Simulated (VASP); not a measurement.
Write the native input for VASP 6.6.1 that does the following.

| Quantity | Value |
| --- | --- |
| Task | single point |
| Functional | PBEsol |
| Potentials or basis | VASP PAW PBE potentials, release 64 (K_sv, Mn_pv, Mg, F) |
| Cutoff | 520 eV |
| k mesh | 3 × 3 × 2 |
| Occupations | gaussian, width 0.05 eV |
| Spin | collinear spin, ferromagnetic start |
| Starting moments | [0.0, 0.0, 0.0, 0.0, 5.0, 0.0, 0.0, 0.0, 0.0, 0.0, 0.0, 0.0, 0.0, 0.0, 0.0, 0.0, 0.0, 0.0, 0.0, 0.0] μB |
| Hubbard terms | Mn d U = 3.5 eV |
| Dipole correction | no |
| Further INCAR settings | LREAL = Auto; ALGO = Normal; EDIFF = 1e-06; NBANDS = 90 |

The structure of K4Mg3MnF12 lies in POSCAR:

```
K4Mg3MnF12
1.0
    3.9897000000      3.9897000000      0.0000000000
   -3.9897000000      3.9897000000      0.0000000000
    0.0000000000      0.0000000000      7.9794000000
K Mn Mg F
4 1 3 12
Direct
    0.5000000000      0.0000000000      0.2525222559
    0.5000000000      0.0000000000      0.7474777441
    0.0000000000      0.5000000000      0.2525222559
    0.0000000000      0.5000000000      0.7474777441
    0.0000000000      0.0000000000      1.0000000000
    0.0000000000      0.0000000000      0.5000000000
    0.5000000000      0.5000000000      1.0000000000
    0.5000000000      0.5000000000      0.5000000000
    0.2579598194      0.7420401806      1.0000000000
    0.2504529799      0.7495470201      0.5000000000
    0.7420401806      0.2579598194      1.0000000000
    0.7495470201      0.2504529799      0.5000000000
    0.2579598194      0.2579598194      1.0000000000
    0.2504529799      0.2504529799      0.5000000000
    0.7420401806      0.7420401806      1.0000000000
    0.7495470201      0.7495470201      0.5000000000
    0.0000000000      0.0000000000      0.2589899289
    0.0000000000      0.0000000000      0.7410100711
    0.5000000000      0.5000000000      0.2516091629
    0.5000000000      0.5000000000      0.7483908371
```

One way to write it, as run:

INCAR

```
SYSTEM = K4Mg3MnF12
PREC = Accurate ; ENCUT = 520
EDIFF = 1E-6 ; ISMEAR = 0
SIGMA = 0.05 ; LREAL = Auto
LASPH = .TRUE. ; NELM = 150
ALGO = Normal ; ISIF = 2
LWAVE = .FALSE. ; LCHARG = .TRUE.
ISPIN = 2 ; MAGMOM = 0 0 0 0 5 0 0 0 0 0 0 0 0 0 0 0 0 0 0 0
LORBIT = 11 ; LMAXMIX = 4
LDAU = .TRUE. ; LDAUTYPE = 2
LDAUL = -1 2 -1 -1 ; LDAUU = 0 3.5 0 0
LDAUJ = 0 0 0 0 ; LDAUPRINT = 1
GGA = PS ; LELF = .TRUE.
LVHAR = .TRUE. ; NBANDS = 90
```

KPOINTS

```
regular mesh
0
G
  3 3 2
  0 0 0
```

Potentials or basis: VASP PAW PBE potentials, release 64 (K_sv, Mn_pv, Mg, F).

The run is started by

```console
$ cat potpaw_PBE.64/K_sv/POTCAR potpaw_PBE.64/Mn_pv/POTCAR potpaw_PBE.64/Mg/POTCAR potpaw_PBE.64/F/POTCAR > POTCAR
$ mpirun -np 1 vasp_std > vasp.out
```

It gave:

The pressure is 2.8 GPa and the largest force is 0.011 eV/Å. The band gap on the k mesh is 4.22 eV, direct, the net moment is 5.00 μB per cell and the site moments are K -0.00; Mn +4.64; Mg +0.00, +0.01; F +0.03, +0.00 μB. The valence electrons inside the program's atomic spheres are K 7.56; Mn 11.38; Mg 0.39, 0.41, 0.38; F 6.12.

Caveat: the PAW data sets were made with another functional, which shifts forces and pressure a little; a cell with one magnetic atom can't hold antiferromagnetic order, which such compounds often take.

Run time: 17 min on 1 thread of AMD EPYC 7R13, on a shared host, peak memory 0.46 GiB.
